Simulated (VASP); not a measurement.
# CaSn3N2 (P6/mmm) in VASP: notebook

Runs on CaSn3N2. Level: PBE. Tasks: single point, relaxation of cell and atoms.

All numbers are computed with VASP 6.6.1; they aren't measurements. Logs are shortened: lines on timing, memory, paths and dates and some standing lists are left out, and cuts for length are marked.

### 1 The cell of the first run

Symmetry: P6/mmm, No. 191, hexagonal system. The conventional cell has a = 6.331 Å, b = 6.331 Å, c = 3.411 Å, α = 90.00°, β = 90.00°, γ = 120.00°. Ca (site symmetry 6/mmm) has 2 Ca at 3.41 Å and 12 Sn at 3.60 Å and 6 N at 3.66 Å within 4.5 Å. Sn (site symmetry mmm) has 4 N at 2.50 Å and 6 Sn at 3.17 to 3.41 Å and 4 Ca at 3.60 Å within 3.6 Å. Within 3.5 Å of N (site symmetry -6m2) lie 6 Sn at 2.50 Å and 2 N at 3.41 Å.

The cell was generated, and may not be a known phase.

### 2 Single point, PBE

Contents of INCAR:

```
ALGO = Normal
EDIFF = 1E-6
ENCUT = 520
GGA = PE
ISIF = 2
ISMEAR = 0
LASPH = T
LCHARG = F
LREAL = F
LWAVE = F
NBANDS = 40
NELM = 60
PREC = Accurate
SIGMA = 0.1
```

Contents of KPOINTS:

```
k-points
0
Gamma
  6 6 12
```

Contents of POSCAR:

```
CaSn3N2
1.0
    6.3314588825      0.0000000000      0.0000000000
   -3.1657294412      5.4832042353      0.0000000000
    0.0000000000      0.0000000000      3.4113177768
Ca Sn N
1 3 2
Direct
    0.0000000000      0.0000000000      0.5000000000
    0.0000000000      0.5000000000      0.0000000000
    0.5000000000      0.0000000000      0.0000000000
    0.5000000000      0.5000000000      0.0000000000
    0.3333333333      0.6666666667      0.5000000000
    0.6666666667      0.3333333333      0.5000000000
```

Potentials or basis: VASP PAW PBE potentials, release 64 (Ca_sv, Sn_d, N).

On the command line:

```console
$ cat potpaw_PBE.64/Ca_sv/POTCAR potpaw_PBE.64/Sn_d/POTCAR potpaw_PBE.64/N/POTCAR > POTCAR
$ mpirun -np 1 vasp_std > vasp.out
```

OUTCAR:

```text
EDIFF = 1E-6
   ENCUT = 520
   GGA = PE
   ISIF = 2
   ISMEAR = 0
   LASPH = T
   LREAL = F
   NELM = 60
   PREC = Accurate

 ion  position               nearest neighbor table
   1  0.000  0.000  0.500-
   2  0.000  0.500  0.000-   5 2.50   6 2.50   5 2.50   6 2.50   4 3.17   4 3.17   3 3.17   3 3.17

   3  0.500  0.000  0.000-   5 2.50   6 2.50   5 2.50   6 2.50   4 3.17   4 3.17   2 3.17   2 3.17

   4  0.500  0.500  0.000-   5 2.50   6 2.50   5 2.50   6 2.50   2 3.17   2 3.17   3 3.17   3 3.17

   5  0.333  0.667  0.500-   2 2.50   2 2.50   3 2.50   3 2.50   4 2.50   4 2.50
   6  0.667  0.333  0.500-   2 2.50   2 2.50   3 2.50   3 2.50   4 2.50   4 2.50

  LATTYP: Found a hexagonal cell.
 ALAT       =     6.3314588825
 C/A-ratio  =     0.5387885857

  Lattice vectors:

 A1 = (   6.3314588825,   0.0000000000,   0.0000000000)
 A2 = (  -3.1657294412,   5.4832042353,   0.0000000000)
 A3 = (   0.0000000000,   0.0000000000,   3.4113177768)

Analysis of symmetry for initial positions (statically):
=====================================================================
 Subroutine PRICEL returns:
 Original cell was already a primitive cell.

 Routine SETGRP: Setting up the symmetry group for a
 hexagonal supercell.

 Subroutine GETGRP returns: Found 24 space group operations
 (whereof 24 operations were pure point group operations)
 out of a pool of 24 trial point group operations.

The static configuration has the point symmetry D_6h.

Analysis of symmetry for dynamics (positions and initial velocities):
=====================================================================
 Subroutine PRICEL returns:
 Original cell was already a primitive cell.

 Routine SETGRP: Setting up the symmetry group for a
 hexagonal supercell.

 Subroutine GETGRP returns: Found 24 space group operations
 (whereof 24 operations were pure point group operations)
 out of a pool of 24 trial point group operations.

The dynamic configuration has the point symmetry D_6h.

 Subroutine INISYM returns: Found 24 space group operations
 (whereof 24 operations are pure point group operations),
 and found     1 'primitive' translations

----------------------------------------------------------------------------------------

                                     Primitive cell

  volume of cell :     118.4296

  direct lattice vectors                    reciprocal lattice vectors
     6.331458882  0.000000000  0.000000000     0.157941482  0.091187557  0.000000000
    -3.165729441  5.483204235  0.000000000     0.000000000  0.182375114  0.000000000
     0.000000000  0.000000000  3.411317777     0.000000000  0.000000000  0.293141849

  length of vectors
     6.331458882  6.331458883  3.411317777     0.182375114  0.182375114  0.293141849

  position of ions in fractional coordinates (direct lattice)
     0.000000000  0.000000000  0.500000000
     0.000000000  0.500000000  0.000000000
     0.500000000  0.000000000  0.000000000
     0.500000000  0.500000000  0.000000000
     0.333333333  0.666666667  0.500000000
     0.666666667  0.333333333  0.500000000

  ion indices of the primitive-cell ions
   primitive index   ion index
                 1           1
                 2           2
                 3           3
                 4           4
                 5           5
                 6           6

----------------------------------------------------------------------------------------

 KPOINTS: k-points

Automatic generation of k-mesh.
 Grid dimensions read from file:
 generate k-points for:    6    6   12

 Generating k-lattice:

  Cartesian coordinates                     Fractional coordinates (reciprocal lattice)
     0.026323580  0.015197926  0.000000000     0.166666667  0.000000000  0.000000000
     0.000000000  0.030395852  0.000000000     0.000000000  0.166666667  0.000000000
     0.000000000  0.000000000  0.024428487     0.000000000  0.000000000  0.083333333

  Length of vectors
     0.030395852  0.030395852  0.024428487

  Shift w.r.t. Gamma in fractional coordinates (k-lattice)
     0.000000000  0.000000000  0.000000000

 Subroutine IBZKPT returns following result:
 ===========================================

 Found     49 irreducible k-points:

 Following reciprocal coordinates:
            Coordinates               Weight
  0.000000  0.000000  0.000000      1.000000
  0.166667  0.000000  0.000000      6.000000
  0.333333  0.000000  0.000000      6.000000
  0.500000  0.000000  0.000000      3.000000
  0.166667  0.166667  0.000000      6.000000
  0.333333  0.166667  0.000000     12.000000
[... 16 lines left out ...]
  0.166667  0.000000  0.250000     12.000000
  0.333333  0.000000  0.250000     12.000000
 [... further k-points ...]
   k-points           NKPTS =     49   k-points in BZ     NKDIM =     49   number of bands    NBANDS=     40
   number of dos      NEDOS =    301   number of ions     NIONS =      6
   total plane-waves  NPLWV =  64512
[... 33 lines left out ...]
   LORBIT       =      0    0 simple, 1 ext, 2 COOP (PROOUT), +10 PAW based schemes
   GGA     = PE    functional components
   LHFCALC =     F    Hartree Fock is set to
   AEXX    =    0.0000 exact exchange contribution
   IVDW    =     0    specifies the selected vdW correction
   LEPSILON=     F    determine dielectric tensor
   LRPA    =     F    only Hartree local field effects (RPA)
 non-spin polarized calculation
 Gauss-broadening in eV      SIGMA  =   0.10
  energy-cutoff  :      520.00
  volume of cell :      118.43
 maximum number of plane-waves:      3223
 NGX is ok and might be reduce to    48
   NGX = 23   NGY = 23   NGZ = 13

 number of electron      62.0000012 magnetization

 Free energy of the ion-electron system (eV)
  ---------------------------------------------------
  ext. energy  EPLUGINS =         0.00000000
  ---------------------------------------------------
  free energy    TOTEN  =       -27.31384596 eV

  energy without entropy =      -27.29006431  energy(sigma->0) =      -27.30195514

 E-fermi :   7.1680     XC(G=0): -10.4450

 val. band max:        7.1647676756   @ k =   0.3333   0.0000   0.2500
 cond. band min:       7.1763278512   @ k =   0.3333   0.1667   0.0000
 fundamental gap:      0.0115601757
 Fermi energy:         7.1680303518

 k-point     1 :       0.0000    0.0000    0.0000
  band No.  band energies     occupation
      1     -34.4640      2.00000
      2     -15.4881      2.00000
      3     -15.4881      2.00000
      4     -15.3141      2.00000
      5     -14.3646      2.00000
      6     -14.2852      2.00000
[... 32 lines left out ...]
     39      11.1219      0.00000
     40      11.5213      0.00000

 k-point     2 :       0.1667    0.0000    0.0000
  band No.  band energies     occupation
      1     -34.4640      2.00000
      2     -15.4894      2.00000
      3     -15.4886      2.00000
      4     -15.3144      2.00000
      5     -14.3507      2.00000
      6     -14.2808      2.00000
[... 32 lines left out ...]
     39      11.0565      0.00000
     40      12.0383      0.00000

 k-point     3 :       0.3333    0.0000    0.0000
  band No.  band energies     occupation
      1     -34.4640      2.00000
      2     -15.4921      2.00000
      3     -15.4896      2.00000
      4     -15.3150      2.00000
      5     -14.3236      2.00000
      6     -14.2606      2.00000
[... 32 lines left out ...]
     39      11.1355      0.00000
     40      12.4559      0.00000

 k-point     4 :       0.5000    0.0000    0.0000
  band No.  band energies     occupation
      1     -34.4640      2.00000
      2     -15.4935      2.00000
      3     -15.4901      2.00000
      4     -15.3153      2.00000
      5     -14.3133      2.00000
      6     -14.2245      2.00000
[... 32 lines left out ...]
     39      11.3412      0.00000
     40      12.5811      0.00000
[... 772 lines left out ...]
     39      11.0308      0.00000
     40      12.2390      0.00000

 k-point    23 :       0.1667    0.0000    0.2500
  band No.  band energies     occupation
      1     -34.4511      2.00000
      2     -15.4744      2.00000
      3     -15.4743      2.00000
      4     -15.4558      2.00000
      5     -14.3261      2.00000
      6     -14.2749      2.00000
[... 32 lines left out ...]
     39      11.0739      0.00000
     40      11.4690      0.00000

 k-point    24 :       0.3333    0.0000    0.2500
  band No.  band energies     occupation
      1     -34.4511      2.00000
      2     -15.4745      2.00000
      3     -15.4743      2.00000
      4     -15.4551      2.00000
      5     -14.2989      2.00000
      6     -14.2503      2.00000
[... 32 lines left out ...]
     39      11.0901      0.00000
     40      11.3310      0.00000

 [... further k-points ...]

------------------------ aborting loop because EDIFF is reached ----------------------------------------

  FORCE on cell =-STRESS in cart. coord.  units (eV):
  Direction    XX          YY          ZZ          XY          YZ          ZX
  --------------------------------------------------------------------------------------
  -------------------------------------------------------------------------------------
  Total       -0.0031907     -0.0031907      0.0389599     -0.0000000     -0.0000000     -0.0000000
  in kB       -0.0431649     -0.0431649      0.5270691     -0.0000000     -0.0000000     -0.0000000
  external PRESSURE =       0.1469131 kB  Pullay stress =       0.0000000 kB

 VOLUME and BASIS-vectors are now :
 -----------------------------------------------------------------------------
  energy-cutoff  :      520.00
  volume of cell :      118.43
      direct lattice vectors                 reciprocal lattice vectors
     6.331458882  0.000000000  0.000000000     0.157941482  0.091187557  0.000000000
    -3.165729441  5.483204235  0.000000000     0.000000000  0.182375114  0.000000000
     0.000000000  0.000000000  3.411317777     0.000000000  0.000000000  0.293141849

 POSITION                                       TOTAL-FORCE (eV/Angst)
 -----------------------------------------------------------------------------------
      0.00000      0.00000      1.70566         0.000000      0.000000      0.000000
     -1.58286      2.74160      0.00000         0.000000      0.000000      0.000000
      3.16573      0.00000      0.00000         0.000000      0.000000      0.000000
      1.58286      2.74160      0.00000         0.000000      0.000000      0.000000
     -0.00000      3.65547      1.70566         0.000000     -0.000000      0.000000
      3.16573      1.82773      1.70566        -0.000000      0.000000      0.000000
 -----------------------------------------------------------------------------------
    total drift:                               -0.000000      0.000000      0.000000

  FREE ENERGIE OF THE ION-ELECTRON SYSTEM (eV)
  ---------------------------------------------------
  free  energy   TOTEN  =       -27.3138459619 eV

  energy  without entropy=      -27.2900643124  energy(sigma->0) =      -27.30195514
```

Wall time 2.6 min (1 thread of AMD EPYC 9R45 (Zen 5), shared host); peak memory 0.34 GiB.

Results:

```yaml
Free_energy: -27.3138 eV
Pressure: 0.0 GPa
Band_gap_on_the_k_mesh: zero (bands 31 and 32 overlap by 1.60 eV)
```

Levels at points of the mesh, in eV from the Fermi level:
```csv
k point,band 28,band 29,band 30,band 31,band 32,band 33,band 34,band 35
"(0.00, 0.00, 0.00)",-1.60,-0.14,-0.14,0.22,0.34,1.33,1.33,2.82
"(0.50, 0.00, 0.00)",-2.18,-2.11,-1.31,-0.34,0.95,1.28,1.76,3.00
"(0.00, 0.00, 0.50)",-2.00,-2.00,-1.98,-1.98,-0.58,0.12,3.19,3.19
"(0.50, 0.00, 0.50)",-2.98,-1.83,-0.93,0.56,0.57,1.60,1.78,1.96
```

Caveat: spin-orbit coupling is left out, which moves the levels of the heavy elements.

### 3 Relaxation of cell and atoms, PBE

This run uses another cell than the first one, of 21.81 Å³/atom.

Contents of INCAR:

```
SYSTEM = CaSn3N2
PREC = Accurate ; ENCUT = 600
EDIFF = 1E-6 ; ISMEAR = 0
SIGMA = 0.1 ; LREAL = .False.
LASPH = .True. ; NELM = 60
ALGO = Normal ; ISIF = 3
LWAVE = .False. ; LCHARG = .False.
GGA = PE ; IBRION = 2
NSW = 90 ; EDIFFG = -0.04
```

Contents of KPOINTS:

```
Automatic mesh
0
Gamma
  3 3 6
  0 0 0
```

Contents of POSCAR:

```
CaSn3N2
1.0
    6.4593989600      0.0000000000      0.0000000000
   -3.2296994800      5.5940035900      0.0000000000
    0.0000000000      0.0000000000      3.6212984200
Ca Sn N
1 3 2
Direct
    0.0000000000      0.0000000000      0.5000000000
    0.0000000000      0.5000000000      0.0000000000
    0.5000000000      0.0000000000      0.0000000000
    0.5000000000      0.5000000000      0.0000000000
    0.3333333300      0.6666666700      0.5000000000
    0.6666666700      0.3333333300      0.5000000000
```

Potentials or basis: VASP PAW PBE potentials, release 64 (Ca_sv, Sn_d, N).

On the command line:

```console
$ cat potpaw_PBE.64/Ca_sv/POTCAR potpaw_PBE.64/Sn_d/POTCAR potpaw_PBE.64/N/POTCAR > POTCAR
$ mpirun -np 1 vasp_std > vasp.out
```

It took 6.1 min on 1 thread of AMD EPYC 9R45 (Zen 5), shared host; peak memory 0.3 GiB.

It converged, with:

| Property | Result |
| --- | --- |
| Free energy | -27.2756 eV |
| Relaxed volume | 19.71 Å³/atom |
| Relaxed cell | a = 6.362 Å, b = 6.362 Å, c = 3.374 Å, α = 90.00°, β = 90.00°, γ = 120.00° |
| Space group after relaxing (to 0.1 Å) | P6/mmm (No. 191) |
| Energy gained by relaxing | 44.5 meV/atom |
| Ionic steps | 10 |
| Pressure after relaxing | 0.0 GPa |
| Band gap on the k mesh | zero (bands 31 and 32 overlap by 1.25 eV) |

Stress tensor (GPa, compression positive):
```
0.00 0.00 0.00
0.00 0.00 0.00
0.00 0.00 0.10
```

Step by step:
| step | energy change (eV) | largest force (eV/Å) | pressure (GPa) | volume (Å³) |
| --- | --- | --- | --- | --- |
| 1 | 0.0000 | 0.0000 | -5.49 | 130.85 |
| 2 | -0.2335 | 0.0000 | 0.71 | 117.20 |
| 3 | -0.2358 | 0.0000 | 0.03 | 118.32 |
| 4 | -0.2422 | 0.0000 | 0.04 | 118.19 |
| 5 | -0.2616 | 0.0000 | 0.27 | 117.76 |
| 6 | -0.2299 | 0.0000 | 1.42 | 116.74 |
| 7 | -0.2653 | 0.0000 | 0.44 | 117.56 |
| 8 | -0.2655 | 0.0000 | 0.50 | 117.50 |
| 9 | -0.2643 | 0.0000 | -0.61 | 119.38 |
| 10 | -0.2668 | 0.0000 | 0.04 | 118.28 |

Final structure:
```cif
data_structure
_symmetry_space_group_name_H-M 'P 1'
_symmetry_Int_Tables_number 1
_cell_length_a 6.3623
_cell_length_b 6.3623
_cell_length_c 3.3740
_cell_angle_alpha 90.000
_cell_angle_beta 90.000
_cell_angle_gamma 120.000
_cell_volume 118.28
loop_
_atom_site_label
_atom_site_type_symbol
_atom_site_fract_x
_atom_site_fract_y
_atom_site_fract_z
_atom_site_occupancy
Ca1 Ca 0.00000 0.00000 0.50000 1
Sn1 Sn 0.00000 0.50000 0.00000 1
Sn2 Sn 0.50000 0.00000 0.00000 1
Sn3 Sn 0.50000 0.50000 0.00000 1
N1 N 0.33333 0.66667 0.50000 1
N2 N 0.66667 0.33333 0.50000 1
```

Levels at points of the mesh, in eV from the Fermi level:
| k point | band 27 | band 28 | band 29 | band 30 | band 31 | band 32 | band 33 | band 34 | band 35 | band 36 |
| --- | --- | --- | --- | --- | --- | --- | --- | --- | --- | --- |
| (0.00, 0.00, 0.00) | -2.91 | -1.59 | -0.19 | -0.19 | 0.36 | 0.41 | 1.30 | 1.30 | 2.87 | 3.36 |
| (0.00, 0.00, 0.50) | -4.18 | -2.04 | -2.04 | -1.91 | -1.91 | -0.61 | 0.13 | 3.20 | 3.20 | 3.92 |

Caveat: the k points lie up to 0.38 Å⁻¹ apart in the final cell, too coarse for converged energies and pressures of a metal; spin-orbit coupling is left out, which moves the levels of the heavy elements.

### 4 Relaxation of cell and atoms, PBE

Contents of INCAR:

```
SYSTEM = CaSn3N2
ALGO = Normal
EDIFF = 1E-6
EDIFFG = -0.01
ENCUT = 600
GGA = PE
IBRION = 2
ISIF = 3
ISMEAR = 0
LASPH = .True.
LCHARG = .False.
LREAL = .False.
LWAVE = .False.
NELM = 60
NSW = 100
PREC = Accurate
SIGMA = 0.1
```

Contents of KPOINTS:

```
k-points
0
Gamma
  6 6 12
  0 0 0
```

Contents of POSCAR:

```
CaSn3N2
1.0
    6.3645817357      0.0000000000      0.0000000000
   -3.1822908678      5.5118894675      0.0000000000
    0.0000000000      0.0000000000      3.3755908080
Ca Sn N
1 3 2
Direct
    0.0000000000      0.0000000000      0.5000000000
    0.0000000000      0.5000000000      0.0000000000
    0.5000000000      0.0000000000      0.0000000000
    0.5000000000      0.5000000000      0.0000000000
    0.3333333333      0.6666666667      0.5000000000
    0.6666666667      0.3333333333      0.5000000000
```

On the command line:

```console
$ cat potpaw_PBE.64/Ca_sv/POTCAR potpaw_PBE.64/Sn_d/POTCAR potpaw_PBE.64/N/POTCAR > POTCAR
$ mpirun -np 1 vasp_std > vasp.out
```

Run time: 9.7 min. Hardware: 1 thread of AMD EPYC 9R45 (Zen 5), shared host; peak memory 0.42 GiB.

It converged, with:

```
Free energy               : -27.3168 eV
Energy gained by relaxing : 0.8 meV/atom
Ionic steps               : 5
Pressure after relaxing   : 0.0 GPa
Band gap on the k mesh    : zero (bands 31 and 32 overlap by 1.60 eV)
```

The path:
```
step  energy change (eV)  largest force (eV/Å)  pressure (GPa)  volume (Å³)
   1              0.0000                0.0000            0.13       118.42
   2             -0.0030                0.0000           -0.09       118.69
   3             -0.0040                0.0000           -0.29       118.95
   4             -0.0045                0.0000            0.08       118.31
   5             -0.0046                0.0000            0.01       118.43
```

Final structure:
```xyz
6
Lattice="6.3304 0.0000 0.0000 -3.1652 5.4823 0.0000 0.0000 0.0000 3.4124" Properties=species:S:1:pos:R:3 pbc="T T T"
Ca    0.0000    0.0000    1.7062
Sn   -1.5826    2.7411    3.4124
Sn    3.1652    0.0000    3.4124
Sn    1.5826    2.7411    3.4124
N     0.0000    3.6548    1.7062
N     3.1652    1.8274    1.7062
```

Levels at points of the mesh, in eV from the Fermi level:
| k point | band 28 | band 29 | band 30 | band 31 | band 32 | band 33 | band 34 | band 35 |
| --- | --- | --- | --- | --- | --- | --- | --- | --- |
| (0.00, 0.00, 0.00) | -1.60 | -0.14 | -0.14 | 0.22 | 0.34 | 1.33 | 1.33 | 2.82 |
| (0.50, 0.00, 0.00) | -2.18 | -2.11 | -1.31 | -0.34 | 0.95 | 1.28 | 1.76 | 3.00 |
| (0.00, 0.00, 0.50) | -2.00 | -2.00 | -1.98 | -1.98 | -0.58 | 0.12 | 3.19 | 3.19 |
| (0.50, 0.00, 0.50) | -2.98 | -1.83 | -0.93 | 0.56 | 0.57 | 1.60 | 1.78 | 1.96 |

Caveat: spin-orbit coupling is left out, which moves the levels of the heavy elements.

### 5 Summary

| task | cell | k mesh | cutoff (eV) | gap on the mesh (eV) | pressure (GPa) | relaxed volume (Å³/atom) |
| --- | --- | --- | --- | --- | --- | --- |
| single point | a = 6.331, b = 6.331, c = 3.411 Å, angles 90.0, 90.0, 120.0°, 6 atoms | 6 × 6 × 12 | 520 | none | 0.0 | - |
| relaxation of cell and atoms | relaxed from a = 6.459, b = 6.459, c = 3.621 Å, angles 90.0, 90.0, 120.0°, 6 atoms | 3 × 3 × 6 | 600 | none | 0.0 | 19.71 |
| relaxation of cell and atoms | relaxed from a = 6.365, b = 6.365, c = 3.376 Å, angles 90.0, 90.0, 120.0°, 6 atoms | 6 × 6 × 12 | 600 | none | 0.0 | 19.74 |

Alike in all rows: level PBE; potentials or basis VASP PAW PBE potentials, release 64 (Ca_sv, Sn_d, N); no spin polarisation; smearing gaussian 0.1 eV.

Caveats: some runs use coarse meshes; spin-orbit coupling is left out, which moves the levels of the heavy elements.

Absolute energies hang on the potentials; compare differences alone.

The gap in the log of VASP goes by the Fermi energy; the results here count the filled bands.